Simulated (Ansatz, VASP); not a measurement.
**Zr in VASP and in Ansatz**

```
Zr
1.0
     3.23188    0.00000    0.00000
    -1.61594    2.79889    0.00000
     0.00000    0.00000    5.17410
Zr
2
Direct
  0.33333 0.66667 0.25000
  0.66667 0.33333 0.75000
```

Alike in both runs: task single point; functional PBE; k mesh 11 × 11 × 6; occupations gaussian, width 1 eV; no spin polarisation.

```csv
,VASP,Ansatz
version,VASP 6.6.1,Ansatz 0.2.0
potentials or method,"VASP PAW PBE potentials, release 64 (Zr_sv), cutoff 520 eV","plane waves (420 eV) with PAW, scalar-relativistic"
valence electrons in the cell,24,24
```

```csv
,VASP,Ansatz,Ansatz less VASP
pressure (GPa),2.3,2.3,-0.03
"traceless stress, the component that is largest in VASP (GPa)",1.42,1.43,+0.009
```

With one functional, cell and mesh, what is left measures potentials, basis and numerics.
